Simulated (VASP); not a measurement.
# CsPbI2Br (P4/mmm) in VASP: single point with r2SCAN

Aim: the single point of CsPbI2Br with r2SCAN.

Program: VASP 6.6.1. These are calculated values, not measurements. Logs are shortened: lines on timing, memory, paths and dates and some standing lists are left out, and cuts for length are marked.

## 1. The cell of the first run

It takes space group P4/mmm (No. 123, tetragonal). The conventional cell has a = 6.719 Å, b = 6.719 Å, c = 6.254 Å, α = 90.00°, β = 90.00°, γ = 90.00°. Pb (site symmetry 4/mmm) has 2 Br at 3.13 Å and 4 I at 3.36 Å within 4.1 Å. Within 4.4 Å of I (site symmetry mmm) lie 2 Pb at 3.36 Å. Br (site symmetry 4/mmm) has 2 Pb at 3.13 Å within 4.1 Å.

## 2. Single point, r2SCAN (strain +5.6%)

Contents of POSCAR:

```
CsPbI2Br
1.0
    6.7190189299      0.0000000000      0.0000000000
    0.0000000000      6.7190189299      0.0000000000
    0.0000000000      0.0000000000      6.2536300239
Cs Pb I Br
1 1 2 1
Direct
    0.5000000000      0.5000000000      0.5000000000
    0.0000000000      0.0000000000      0.0000000000
    0.0000000000      0.5000000000      0.0000000000
    0.5000000000      0.0000000000      0.0000000000
    0.0000000000      0.0000000000      0.5000000000
```

Contents of INCAR.step1:

```
SYSTEM = CsPbI2Br
PREC = Accurate ; ENCUT = 520
ISMEAR = 0 ; SIGMA = 0.01
LREAL = .FALSE. ; LASPH = .TRUE.
NELM = 100 ; NBANDS = 30
GGA = PE ; ALGO = Normal
EDIFF = 1E-4 ; LWAVE = .TRUE.
LCHARG = .FALSE.
```

Contents of INCAR.step2:

```
SYSTEM = CsPbI2Br
PREC = Accurate ; ENCUT = 520
EDIFF = 1E-6 ; ISMEAR = 0
SIGMA = 0.01 ; LREAL = .FALSE.
LASPH = .TRUE. ; NELM = 100
ALGO = Normal ; ISIF = 2
LWAVE = .FALSE. ; LCHARG = .FALSE.
METAGGA = R2SCAN ; LMIXTAU = .TRUE.
NBANDS = 30 ; ISTART = 1
```

Contents of KPOINTS:

```
regular mesh
0
G
  4 4 4
  0 0 0
```

Potentials or basis: VASP PAW PBE potentials, release 64 (Cs_sv, Pb_d, I, Br).

On the command line:

```sh
cat potpaw_PBE.64/Cs_sv/POTCAR potpaw_PBE.64/Pb_d/POTCAR potpaw_PBE.64/I/POTCAR potpaw_PBE.64/Br/POTCAR > POTCAR
cp INCAR.step1 INCAR
mpirun -np 1 vasp_std > vasp.out
cp INCAR.step2 INCAR
mpirun -np 1 vasp_std > vasp.out
```

OUTCAR:

```text
SYSTEM = CsPbI2Br
   PREC = Accurate
   ENCUT = 520
   EDIFF = 1E-6
   ISMEAR = 0
   LREAL = .FALSE.
   LASPH = .TRUE.
   NELM = 100
   ISIF = 2
   METAGGA = R2SCAN
   ISTART = 1

 ion  position               nearest neighbor table
   1  0.500  0.500  0.500-
   2  0.000  0.000  0.000-   5 3.13   5 3.13   3 3.36   4 3.36   3 3.36   4 3.36
   3  0.000  0.500  0.000-   2 3.36   2 3.36
   4  0.500  0.000  0.000-   2 3.36   2 3.36
   5  0.000  0.000  0.500-   2 3.13   2 3.13

  LATTYP: Found a simple tetragonal cell.
 ALAT       =     6.7190189299
 C/A-ratio  =     0.9307355864

  Lattice vectors:

 A1 = (   6.7190189299,   0.0000000000,   0.0000000000)
 A2 = (   0.0000000000,   6.7190189299,   0.0000000000)
 A3 = (   0.0000000000,   0.0000000000,   6.2536300239)

Analysis of symmetry for initial positions (statically):
=====================================================================
 Subroutine PRICEL returns:
 Original cell was already a primitive cell.

 Routine SETGRP: Setting up the symmetry group for a
 simple tetragonal supercell.

 Subroutine GETGRP returns: Found 16 space group operations
 (whereof 16 operations were pure point group operations)
 out of a pool of 16 trial point group operations.

The static configuration has the point symmetry D_4h.

Analysis of symmetry for dynamics (positions and initial velocities):
=====================================================================
 Subroutine PRICEL returns:
 Original cell was already a primitive cell.

 Routine SETGRP: Setting up the symmetry group for a
 simple tetragonal supercell.

 Subroutine GETGRP returns: Found 16 space group operations
 (whereof 16 operations were pure point group operations)
 out of a pool of 16 trial point group operations.

The dynamic configuration has the point symmetry D_4h.

 Subroutine INISYM returns: Found 16 space group operations
 (whereof 16 operations are pure point group operations),
 and found     1 'primitive' translations

----------------------------------------------------------------------------------------

                                     Primitive cell

  volume of cell :     282.3215

  direct lattice vectors                    reciprocal lattice vectors
     6.719018930  0.000000000  0.000000000     0.148831252  0.000000000  0.000000000
     0.000000000  6.719018930  0.000000000     0.000000000  0.148831252  0.000000000
     0.000000000  0.000000000  6.253630024     0.000000000  0.000000000  0.159907125

  length of vectors
     6.719018930  6.719018930  6.253630024     0.148831252  0.148831252  0.159907125

  position of ions in fractional coordinates (direct lattice)
     0.500000000  0.500000000  0.500000000
     0.000000000  0.000000000  0.000000000
     0.000000000  0.500000000  0.000000000
     0.500000000  0.000000000  0.000000000
     0.000000000  0.000000000  0.500000000

  ion indices of the primitive-cell ions
   primitive index   ion index
                 1           1
                 2           2
                 3           3
                 4           4
                 5           5

----------------------------------------------------------------------------------------

 KPOINTS: regular mesh

Automatic generation of k-mesh.
 Grid dimensions read from file:
 generate k-points for:    4    4    4

 Generating k-lattice:

  Cartesian coordinates                     Fractional coordinates (reciprocal lattice)
     0.037207813  0.000000000  0.000000000     0.250000000  0.000000000  0.000000000
     0.000000000  0.037207813  0.000000000     0.000000000  0.250000000  0.000000000
     0.000000000  0.000000000  0.039976781     0.000000000  0.000000000  0.250000000

  Length of vectors
     0.037207813  0.037207813  0.039976781

  Shift w.r.t. Gamma in fractional coordinates (k-lattice)
     0.000000000  0.000000000  0.000000000

 Subroutine IBZKPT returns following result:
 ===========================================

 Found     18 irreducible k-points:

 Following reciprocal coordinates:
            Coordinates               Weight
  0.000000  0.000000  0.000000      1.000000
  0.250000  0.000000  0.000000      4.000000
  0.500000  0.000000  0.000000      2.000000
  0.250000  0.250000  0.000000      4.000000
  0.500000  0.250000  0.000000      4.000000
  0.500000  0.500000  0.000000      1.000000
[... 10 lines left out ...]
  0.500000  0.250000  0.500000      4.000000
  0.500000  0.500000  0.500000      1.000000
   k-points           NKPTS =     18   k-points in BZ     NKDIM =     18   number of bands    NBANDS=     30
   number of dos      NEDOS =    301   number of ions     NIONS =      5
   total plane-waves  NPLWV = 120000
   dimension x,y,z NGX =    50 NGY =   50 NGZ =   48
   dimension x,y,z NGXF=   100 NGYF=  100 NGZF=   96
   ions per type =               1   1   2   1
   NGX,Y,Z   is equivalent  to a cutoff of  12.37, 12.37, 12.76 a.u.
   NGXF,Y,Z  is equivalent  to a cutoff of  24.74, 24.74, 25.52 a.u.
 SYSTEM =  CsPbI2Br
   PREC   = accura    normal or accurate (medium, high low for compatibility)
   ISTART =      1    job   : 0-new  1-cont  2-samecut
   ICHARG =      0    charge: 1-file 2-atom 10-const
   ISPIN  =      1    spin polarized calculation?
   LNONCOLLINEAR =      F non collinear calculations
   LSORBIT =      F    spin-orbit coupling
   LASPH  =      T    aspherical Exc in radial PAW
   ENCUT  =  520.0 eV  38.22 Ry    6.18 a.u.  12.49 12.49 11.63*2*pi/ulx,y,z
   NELM   =    100;   NELMIN=  2; NELMDL=  0     # of ELM steps
   EDIFF  = 0.1E-05   stopping-criterion for ELM
   LREAL  =      F    real-space projection
   EDIFFG = 0.1E-04   stopping-criterion for IOM
   NSW    =      0    number of steps for IOM
   IBRION =     -1    ionic relax: 0-MD 1-quasi-New 2-CG
   NFREE  =      0    steps in history (QN), initial steepest desc. (CG)
   ISIF   =      2    stress and relaxation
   ISYM   =      2    0-nonsym 1-usesym 2-fastsym
   POTIM  = 0.5000    time-step for ionic-motion
   TEBEG  =    0.0;   TEEND  =   0.0 temperature during run
   PSTRESS=    0.0 pullay stress
   NELECT =      44.0000    total number of electrons
   NUPDOWN=      -1.0000    fix difference up-down
   EMIN   =  10.00;   EMAX   =-10.00  energy-range for DOS
   EFERMI =   0.00;   METHOD = LEGACY
   ISMEAR =     0;   SIGMA  =   0.01  broadening in eV -4-tet -1-fermi 0-gaus
   EFERMI_NEDOS =   21; number of points for ismear=-14 and -15
   IALGO  =     38    algorithm
   IMIX   =      4    mixing-type and parameters
     AMIX     =   0.40;   BMIX     =  1.00
     AMIX_MAG =   1.60;   BMIX_MAG =  1.00
  volume/ion in A,a.u.               =      56.46       381.04
  Fermi-wavevector in a.u.,A,eV,Ry     =   0.881004  1.664856 10.560401  0.776168
  Thomas-Fermi vector in A             =   2.001441
   LORBIT       =      0    0 simple, 1 ext, 2 COOP (PROOUT), +10 PAW based schemes
   METAGGA = R2SCAN    functional components
   LHFCALC =     F    Hartree Fock is set to
   AEXX    =    0.0000 exact exchange contribution
   IVDW    =     0    specifies the selected vdW correction
   LEPSILON=     F    determine dielectric tensor
   LRPA    =     F    only Hartree local field effects (RPA)
 non-spin polarized calculation
 Gauss-broadening in eV      SIGMA  =   0.01
  energy-cutoff  :      520.00
  volume of cell :      282.32
 maximum number of plane-waves:      7624
 NGX is ok and might be reduce to    50
   NGX = 25   NGY = 25   NGZ = 23

 number of electron      44.0000004 magnetization

 Free energy of the ion-electron system (eV)
  ---------------------------------------------------
  ext. energy  EPLUGINS =         0.00000000
  ---------------------------------------------------
  free energy    TOTEN  =      -149.68354512 eV

  energy without entropy =     -149.68354512  energy(sigma->0) =     -149.68354512

 E-fermi :  -0.3980     XC(G=0):  -7.0297

 val. band max:       -0.4936152770   @ k =   0.5000   0.5000   0.5000
 cond. band min:       1.6746604276   @ k =   0.5000   0.5000   0.5000
 fundamental gap:      2.1682757046
 Fermi energy:        -0.3979722018

 k-point     1 :       0.0000    0.0000    0.0000
  band No.  band energies     occupation
      1     -22.0604      2.00000
      2     -17.5305      2.00000
      3     -17.5264      2.00000
      4     -17.5113      2.00000
      5     -17.4954      2.00000
      6     -17.4954      2.00000
[... 22 lines left out ...]
     29       5.2864      0.00000
     30       5.4938      0.00000

 k-point     2 :       0.2500    0.0000    0.0000
  band No.  band energies     occupation
      1     -22.0604      2.00000
      2     -17.5292      2.00000
      3     -17.5256      2.00000
      4     -17.5114      2.00000
      5     -17.4955      2.00000
      6     -17.4954      2.00000
[... 22 lines left out ...]
     29       5.6435      0.00000
     30       5.7811      0.00000

 k-point     3 :       0.5000    0.0000    0.0000
  band No.  band energies     occupation
      1     -22.0604      2.00000
      2     -17.5284      2.00000
      3     -17.5243      2.00000
      4     -17.5115      2.00000
      5     -17.4956      2.00000
      6     -17.4954      2.00000
[... 22 lines left out ...]
     29       5.8904      0.00000
     30       6.4689      0.00000

 k-point     4 :       0.2500    0.2500    0.0000
  band No.  band energies     occupation
      1     -22.0604      2.00000
      2     -17.5273      2.00000
      3     -17.5254      2.00000
      4     -17.5115      2.00000
      5     -17.4955      2.00000
      6     -17.4955      2.00000
[... 418 lines left out ...]
     29       6.1845      0.00000
     30       6.3070      0.00000

 k-point    17 :       0.5000    0.2500    0.5000
  band No.  band energies     occupation
      1     -22.0600      2.00000
      2     -17.5257      2.00000
      3     -17.5116      2.00000
      4     -17.5055      2.00000
      5     -17.4959      2.00000
      6     -17.4958      2.00000
[... 22 lines left out ...]
     29       5.8316      0.00000
     30       6.3957      0.00000

 k-point    18 :       0.5000    0.5000    0.5000
  band No.  band energies     occupation
      1     -22.0600      2.00000
      2     -17.5240      2.00000
      3     -17.5117      2.00000
      4     -17.5049      2.00000
      5     -17.4959      2.00000
      6     -17.4959      2.00000
[... 22 lines left out ...]
     29       5.6754      0.00000
     30       6.5337      0.00000

------------------------ aborting loop because EDIFF is reached ----------------------------------------

  FORCE on cell =-STRESS in cart. coord.  units (eV):
  Direction    XX          YY          ZZ          XY          YZ          ZX
  --------------------------------------------------------------------------------------
  -------------------------------------------------------------------------------------
  Total       -3.4277698     -3.4277698     -3.7109406      0.0000000      0.0000000      0.0000000
  in kB      -19.4526295    -19.4526295    -21.0596268      0.0000000      0.0000000      0.0000000
  external PRESSURE =     -19.9882953 kB  Pullay stress =       0.0000000 kB

 VOLUME and BASIS-vectors are now :
 -----------------------------------------------------------------------------
  energy-cutoff  :      520.00
  volume of cell :      282.32
      direct lattice vectors                 reciprocal lattice vectors
     6.719018930  0.000000000  0.000000000     0.148831252  0.000000000  0.000000000
     0.000000000  6.719018930  0.000000000     0.000000000  0.148831252  0.000000000
     0.000000000  0.000000000  6.253630024     0.000000000  0.000000000  0.159907125

 POSITION                                       TOTAL-FORCE (eV/Angst)
 -----------------------------------------------------------------------------------
      3.35951      3.35951      3.12682         0.000000      0.000000      0.000000
      0.00000      0.00000      0.00000         0.000000      0.000000      0.000000
      0.00000      3.35951      0.00000         0.000000      0.000000      0.000000
      3.35951      0.00000      0.00000         0.000000      0.000000      0.000000
      0.00000      0.00000      3.12682         0.000000      0.000000      0.000000
 -----------------------------------------------------------------------------------
    total drift:                                0.000000      0.000000     -0.000000

  FREE ENERGIE OF THE ION-ELECTRON SYSTEM (eV)
  ---------------------------------------------------
  free  energy   TOTEN  =      -149.6835451219 eV

  energy  without entropy=     -149.6835451219  energy(sigma->0) =     -149.68354512
```

Wall time 4.9 min (1 thread of Intel Xeon Platinum 8559C (Emerald Rapids), shared host); peak memory 0.47 GiB.

What came out:

* Free energy: -149.6835 eV
* Pressure: -2.0 GPa
* Band gap on the k mesh: 2.17 eV

Levels at points of the mesh, in eV from the valence-band top:
```
           k point  band 18  band 19  band 20  band 21  band 22  band 23  band 24  band 25  band 26  band 27
(0.00, 0.00, 0.00)    -0.91    -0.68    -0.65    -0.65    -0.64     4.17     5.19     5.47     5.47     5.57
(0.50, 0.00, 0.00)    -0.88    -0.85    -0.77    -0.69    -0.59     2.77     5.22     5.27     5.43     5.86
(0.50, 0.50, 0.00)    -0.87    -0.81    -0.81    -0.33    -0.31     2.50     2.50     5.13     6.28     6.38
(0.00, 0.00, 0.50)    -1.11    -0.84    -0.77    -0.70    -0.70     3.06     5.22     5.22     5.74     5.74
(0.50, 0.00, 0.50)    -0.95    -0.93    -0.89    -0.46    -0.33     2.48     2.75     4.98     6.05     6.29
(0.50, 0.50, 0.50)    -0.87    -0.44    -0.44    -0.32     0.00     2.17     2.17     2.40     5.28     6.10
```

Caveat: the cell differs from its parent crystal (strain +5.6%); the PAW data sets were made with another functional, which shifts forces and pressure a little; spin-orbit coupling is left out, which moves the levels of the heavy elements. A k mesh can miss the band edges.
